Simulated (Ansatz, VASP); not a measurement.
## SnO2 in VASP and in Ansatz

The input INCAR:

```
SYSTEM = SnO2
  PREC = Accurate
  ENCUT = 600
  EDIFF = 1E-6
  ISMEAR = -1
  SIGMA = 0.05
  LREAL = .False.
  LASPH = .True.
  NELM = 80
  ALGO = Normal
  ISIF = 3
  LWAVE = .False.
  LCHARG = .False.
  GGA = PE
  IVDW = 13
  IBRION = 2
  NSW = 60
  EDIFFG = -0.01
```

File KPOINTS:

```
regular mesh
0
Gamma
  9 9 9
  0 0 0
```

File POSCAR:

```
SnO2
1.0
    0.0000000000      2.5741500000      2.5741500000
    2.5741500000      0.0000000000      2.5741500000
    2.5741500000      2.5741500000      0.0000000000
Sn O
1 2
Direct
    0.0000000000      0.0000000000      0.0000000000
    0.7500000000      0.7500000000      0.7500000000
    0.2500000000      0.2500000000      0.2500000000
```

File input.yaml:

```yaml
crystal:
  lattice:
    - [0.0, 2.57415, 2.57415]
    - [2.57415, 0.0, 2.57415]
    - [2.57415, 2.57415, 0.0]
  atoms:
    - { symbol: Sn, position: [0.0, 0.0, 0.0] }
    - { symbol: O, position: [0.75, 0.75, 0.75] }
    - { symbol: O, position: [0.25, 0.25, 0.25] }
hamiltonian:
  xc: pbe
  pseudopotentials: { kind: paw }
  dispersion: d4
kpoints:
  mp_grid: { grid: [9, 9, 9] }
scf:
  occupations: { method: fermi_dirac, width: 0.05 }
output:
  forces: true
  stress: true
  eigenvalues: true
relax:
  f_tol: 0.01
  max_steps: 40
  cell: { stress_tol: 0.05 }
```

Alike in both runs: task relaxation of cell and atoms; functional PBE; dispersion D4; k mesh 9 × 9 × 9; occupations fermi-dirac, width 0.05 eV; no spin polarisation.

|  | VASP | Ansatz |
| --- | --- | --- |
| version | VASP 6.6.1 | Ansatz 0.2.0 |
| potentials or method | VASP PAW PBE potentials, release 64 (Sn_d, O) | Ansatz PAW |
| plane-wave cutoff (eV) | 600 | 420 |
| valence electrons in the cell | 26 | 26 |

|  | VASP | Ansatz | Ansatz less VASP |
| --- | --- | --- | --- |
| relaxed volume (Å³/atom) | 11.14 | 11.12 | -0.020 |
| relaxed cell length with the largest relative difference (Å) | 3.615 | 3.613 | -0.0022 |

Noted on Ansatz's run: Pulay correction over one GPa; the plane-wave basis is chosen anew once the cell has moved, so the energies of steps on either side of that aren't comparable.
